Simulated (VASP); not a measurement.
# Ge (P6_3/mmc) in VASP: a series of runs, part 2 of 2

VASP 6.6.1.

### Step 4. Single point, PBEsol (19.82 Å³/atom)

This run uses another cell than the first one, of 19.82 Å³/atom.

The input, INCAR:

```
  PREC = Accurate
  ENCUT = 520
  EDIFF = 1E-6
  ISMEAR = -1
  SIGMA = 0.1
  LREAL = False
  LASPH = True
  NELM = 60
  ALGO = Normal
  ISIF = 2
  LWAVE = False
  LCHARG = False
  GGA = PS
  NBANDS = 21
```

The input, KPOINTS:

```
regular mesh
0
Gamma
  14 14 8
```

The input, POSCAR:

```
Ge
1.0
    3.0882401196      0.0000000000      0.0000000000
   -1.5441200598      2.6744943965      0.0000000000
    0.0000000000      0.0000000000      4.7992042133
Ge
2
Direct
    0.3333333333      0.6666666667      0.2500000000
    0.6666666667      0.3333333333      0.7500000000
```

Potentials or basis: VASP PAW PBE potentials, release 64 (Ge_d).

Launch:

```
> cat potpaw_PBE.64/Ge_d/POTCAR > POTCAR
> mpirun -np 1 vasp_std > vasp.out
```

OUTCAR:

```text
PREC = Accurate
   ENCUT = 520
   EDIFF = 1E-6
   ISMEAR = -1
   LREAL = False
   LASPH = True
   NELM = 60
   ISIF = 2
   GGA = PS

 ion  position               nearest neighbor table
   1  0.333  0.667  0.250-
   2  0.667  0.333  0.750-

  LATTYP: Found a hexagonal cell.
 ALAT       =     3.0882401196
 C/A-ratio  =     1.5540256028

  Lattice vectors:

 A1 = (   3.0882401196,   0.0000000000,   0.0000000000)
 A2 = (  -1.5441200598,   2.6744943965,   0.0000000000)
 A3 = (   0.0000000000,   0.0000000000,   4.7992042133)

Analysis of symmetry for initial positions (statically):
=====================================================================
 Subroutine PRICEL returns:
 Original cell was already a primitive cell.

 Routine SETGRP: Setting up the symmetry group for a
 hexagonal supercell.

 Subroutine GETGRP returns: Found 24 space group operations
 (whereof 12 operations were pure point group operations)
 out of a pool of 24 trial point group operations.

The static configuration has the point symmetry D_3d.
 The point group associated with its full space group is D_6h.

Analysis of symmetry for dynamics (positions and initial velocities):
=====================================================================
 Subroutine PRICEL returns:
 Original cell was already a primitive cell.

 Routine SETGRP: Setting up the symmetry group for a
 hexagonal supercell.

 Subroutine GETGRP returns: Found 24 space group operations
 (whereof 12 operations were pure point group operations)
 out of a pool of 24 trial point group operations.

The dynamic configuration has the point symmetry D_3d.
 The point group associated with its full space group is D_6h.

 Subroutine INISYM returns: Found 24 space group operations
 (whereof 12 operations are pure point group operations),
 and found     1 'primitive' translations

----------------------------------------------------------------------------------------

                                     Primitive cell

  volume of cell :      39.6389

  direct lattice vectors                    reciprocal lattice vectors
     3.088240120  0.000000000  0.000000000     0.323809018  0.186951224  0.000000000
    -1.544120060  2.674494397  0.000000000     0.000000000  0.373902447  0.000000000
     0.000000000  0.000000000  4.799204213     0.000000000  0.000000000  0.208367878

  length of vectors
     3.088240120  3.088240120  4.799204213     0.373902447  0.373902447  0.208367878

  position of ions in fractional coordinates (direct lattice)
     0.333333333  0.666666667  0.250000000
     0.666666667  0.333333333  0.750000000

  ion indices of the primitive-cell ions
   primitive index   ion index
                 1           1
                 2           2

----------------------------------------------------------------------------------------

 KPOINTS: regular mesh

Automatic generation of k-mesh.
 Grid dimensions read from file:
 generate k-points for:   14   14    8

 Generating k-lattice:

  Cartesian coordinates                     Fractional coordinates (reciprocal lattice)
     0.023129216  0.013353659  0.000000000     0.071428571  0.000000000  0.000000000
     0.000000000  0.026707318  0.000000000     0.000000000  0.071428571  0.000000000
     0.000000000  0.000000000  0.026045985     0.000000000  0.000000000  0.125000000

  Length of vectors
     0.026707318  0.026707318  0.026045985

  Shift w.r.t. Gamma in fractional coordinates (k-lattice)
     0.000000000  0.000000000  0.000000000

 Subroutine IBZKPT returns following result:
 ===========================================

 Found    120 irreducible k-points:

 Following reciprocal coordinates:
            Coordinates               Weight
  0.000000  0.000000  0.000000      1.000000
  0.071429  0.000000  0.000000      6.000000
  0.142857  0.000000  0.000000      6.000000
  0.214286  0.000000  0.000000      6.000000
  0.285714  0.000000  0.000000      6.000000
  0.357143  0.000000  0.000000      6.000000
[... 16 lines left out ...]
  0.285714  0.285714  0.000000      6.000000
  0.357143  0.285714  0.000000      6.000000
 [... further k-points ...]
   k-points           NKPTS =    120   k-points in BZ     NKDIM =    120   number of bands    NBANDS=     21
   number of dos      NEDOS =    301   number of ions     NIONS =      2
   total plane-waves  NPLWV =  20736
   dimension x,y,z NGX =    24 NGY =   24 NGZ =   36
   dimension x,y,z NGXF=    48 NGYF=   48 NGZF=   72
   ions per type =               2
   NGX,Y,Z   is equivalent  to a cutoff of  12.92, 12.92, 12.47 a.u.
   NGXF,Y,Z  is equivalent  to a cutoff of  25.84, 25.84, 24.94 a.u.
 SYSTEM =  unknown system
   PREC   = accura    normal or accurate (medium, high low for compatibility)
   ISTART =      0    job   : 0-new  1-cont  2-samecut
   ICHARG =      2    charge: 1-file 2-atom 10-const
   ISPIN  =      1    spin polarized calculation?
   LNONCOLLINEAR =      F non collinear calculations
   LSORBIT =      F    spin-orbit coupling
   LASPH  =      T    aspherical Exc in radial PAW
   ENCUT  =  520.0 eV  38.22 Ry    6.18 a.u.   5.74  5.74  8.92*2*pi/ulx,y,z
   NELM   =     60;   NELMIN=  2; NELMDL= -5     # of ELM steps
   EDIFF  = 0.1E-05   stopping-criterion for ELM
   LREAL  =      F    real-space projection
   EDIFFG = 0.1E-04   stopping-criterion for IOM
   NSW    =      0    number of steps for IOM
   IBRION =     -1    ionic relax: 0-MD 1-quasi-New 2-CG
   NFREE  =      0    steps in history (QN), initial steepest desc. (CG)
   ISIF   =      2    stress and relaxation
   ISYM   =      2    0-nonsym 1-usesym 2-fastsym
   POTIM  = 0.5000    time-step for ionic-motion
   TEBEG  =    0.0;   TEEND  =   0.0 temperature during run
   PSTRESS=    0.0 pullay stress
   NELECT =      28.0000    total number of electrons
   NUPDOWN=      -1.0000    fix difference up-down
   EMIN   =  10.00;   EMAX   =-10.00  energy-range for DOS
   EFERMI =   0.00;   METHOD = LEGACY
   ISMEAR =    -1;   SIGMA  =   0.10  broadening in eV -4-tet -1-fermi 0-gaus
   EFERMI_NEDOS =   21; number of points for ismear=-14 and -15
   IALGO  =     38    algorithm
   IMIX   =      4    mixing-type and parameters
     AMIX     =   0.40;   BMIX     =  1.00
     AMIX_MAG =   1.60;   BMIX_MAG =  1.00
  volume/ion in A,a.u.               =      19.82       133.75
  Fermi-wavevector in a.u.,A,eV,Ry     =   1.457987  2.755195 28.922241  2.125725
  Thomas-Fermi vector in A             =   2.574724
   LORBIT       =      0    0 simple, 1 ext, 2 COOP (PROOUT), +10 PAW based schemes
   GGA     = PS    functional components
   LHFCALC =     F    Hartree Fock is set to
   AEXX    =    0.0000 exact exchange contribution
   IVDW    =     0    specifies the selected vdW correction
   LEPSILON=     F    determine dielectric tensor
   LRPA    =     F    only Hartree local field effects (RPA)
 non-spin polarized calculation
  energy-cutoff  :      520.00
  volume of cell :       39.64
 maximum number of plane-waves:      1090
 NGX is ok and might be reduce to    24
   NGX = 11   NGY = 11   NGZ = 17

 number of electron      27.9999975 magnetization

 Free energy of the ion-electron system (eV)
  ---------------------------------------------------
  ext. energy  EPLUGINS =         0.00000000
  ---------------------------------------------------
  free energy    TOTEN  =        -9.26918470 eV

  energy without entropy =       -9.23499757  energy(sigma->0) =       -9.25209114

 E-fermi :   6.1346     XC(G=0): -11.1920

 val. band max:        6.1279800729   @ k =   0.1429   0.0000   0.3750
 cond. band min:       6.1385774252   @ k =   0.4286   0.1429   0.0000
 fundamental gap:      0.0105973523
 Fermi energy:         6.1345883093

 k-point     1 :       0.0000    0.0000    0.0000
  band No.  band energies     occupation
      1     -18.5020      2.00000
      2     -18.5001      2.00000
      3     -18.5001      2.00000
      4     -18.4930      2.00000
      5     -18.4930      2.00000
      6     -18.4910      2.00000
[... 13 lines left out ...]
     20      18.3759      0.00000
     21      19.5432      0.00000
[... 529 lines left out ...]
 k-point    24 :       0.3571    0.2857    0.0000
  band No.  band energies     occupation
      1     -18.5357      2.00000
      2     -18.4988      2.00000
      3     -18.4868      2.00000
      4     -18.4824      2.00000
      5     -18.4727      2.00000
      6     -18.4713      2.00000
[... 13 lines left out ...]
     20      20.2987      0.00000
     21      22.9831      0.00000

 [... further k-points ...]

------------------------ aborting loop because EDIFF is reached ----------------------------------------

  FORCE on cell =-STRESS in cart. coord.  units (eV):
  Direction    XX          YY          ZZ          XY          YZ          ZX
  --------------------------------------------------------------------------------------
  -------------------------------------------------------------------------------------
  Total       -1.3454320     -1.3454320     -0.7223123      0.0000000      0.0000000      0.0000000
  in kB      -54.3813953    -54.3813953    -29.1953443      0.0000000      0.0000000      0.0000000
  external PRESSURE =     -45.9860450 kB  Pullay stress =       0.0000000 kB

 VOLUME and BASIS-vectors are now :
 -----------------------------------------------------------------------------
  energy-cutoff  :      520.00
  volume of cell :       39.64
      direct lattice vectors                 reciprocal lattice vectors
     3.088240120  0.000000000  0.000000000     0.323809018  0.186951224  0.000000000
    -1.544120060  2.674494397  0.000000000     0.000000000  0.373902447  0.000000000
     0.000000000  0.000000000  4.799204213     0.000000000  0.000000000  0.208367878

 POSITION                                       TOTAL-FORCE (eV/Angst)
 -----------------------------------------------------------------------------------
     -0.00000      1.78300      1.19980         0.000000     -0.000000      0.000000
      1.54412      0.89150      3.59940        -0.000000      0.000000     -0.000000
 -----------------------------------------------------------------------------------
    total drift:                               -0.000000      0.000000      0.000000

  FREE ENERGIE OF THE ION-ELECTRON SYSTEM (eV)
  ---------------------------------------------------
  free  energy   TOTEN  =        -9.2691847011 eV

  energy  without entropy=       -9.2349975747  energy(sigma->0) =       -9.25209114
```

OSZICAR:

```text
N       E                     dE             d eps       ncg     rms          rms(c)
DAV:   1     0.179461910026E+03    0.17946E+03   -0.14487E+04  5730   0.375E+03
DAV:   2     0.155845813504E+02   -0.16388E+03   -0.15881E+03  5080   0.593E+02
DAV:   3    -0.859241969133E+01   -0.24177E+02   -0.23926E+02  5753   0.134E+02
DAV:   4    -0.929689513334E+01   -0.70448E+00   -0.70402E+00  5698   0.262E+01
DAV:   5    -0.930770173074E+01   -0.10807E-01   -0.10806E-01  5730   0.366E+00    0.149E+00
DAV:   6    -0.927951275144E+01    0.28189E-01   -0.32598E-02  6940   0.289E+00    0.781E-01
DAV:   7    -0.926967229257E+01    0.98405E-02   -0.15892E-02  6855   0.167E+00    0.102E-01
DAV:   8    -0.926917452389E+01    0.49777E-03   -0.13896E-03  5977   0.654E-01    0.283E-02
DAV:   9    -0.926918143664E+01   -0.69127E-05   -0.27236E-05  5597   0.620E-02    0.139E-02
DAV:  10    -0.926918484439E+01   -0.34078E-05   -0.21492E-06  5010   0.129E-02    0.474E-04
DAV:  11    -0.926918470106E+01    0.14333E-06   -0.25302E-07  3240   0.846E-03
   1 F= -.92691847E+01 E0= -.92520911E+01  d E =-.341871E-01
```

Wall time 1.9 min (1 thread of Intel Xeon 8259CL, shared host); peak memory 0.21 GiB.

Results:

```
Free energy            : -9.2692 eV
Pressure               : -4.6 GPa
Band gap on the k mesh : zero (bands 14 and 15 overlap by 8.62 eV)
```

Caveat: the cell stands under tension; the PAW data sets were made with another functional, which shifts forces and pressure a little.

### Step 5. The runs side by side

```tsv
cell	gap on the mesh (eV)	pressure (GPa)
a = 3.010, b = 3.010, c = 4.678 Å, angles 90.0, 90.0, 120.0°, 2 atoms	none	0.2
a = 3.050, b = 3.050, c = 4.739 Å, angles 90.0, 90.0, 120.0°, 2 atoms	none	-2.4
a = 3.088, b = 3.088, c = 4.799 Å, angles 90.0, 90.0, 120.0°, 2 atoms	none	-4.6
```

Alike in all rows: task single point; level PBEsol; potentials or basis VASP PAW PBE potentials, release 64 (Ge_d); no spin polarisation; k mesh 14 × 14 × 8; cutoff (eV) 520; smearing fermi-dirac 0.1 eV.

Caveats: the PAW data sets were made with another functional, which shifts forces and pressure a little; the cell stands under tension (at least some runs).

Total energies depend on the potentials used, so only differences within one code and one set of settings carry meaning.

The gap in the log of VASP goes by the Fermi energy; the results here count the filled bands.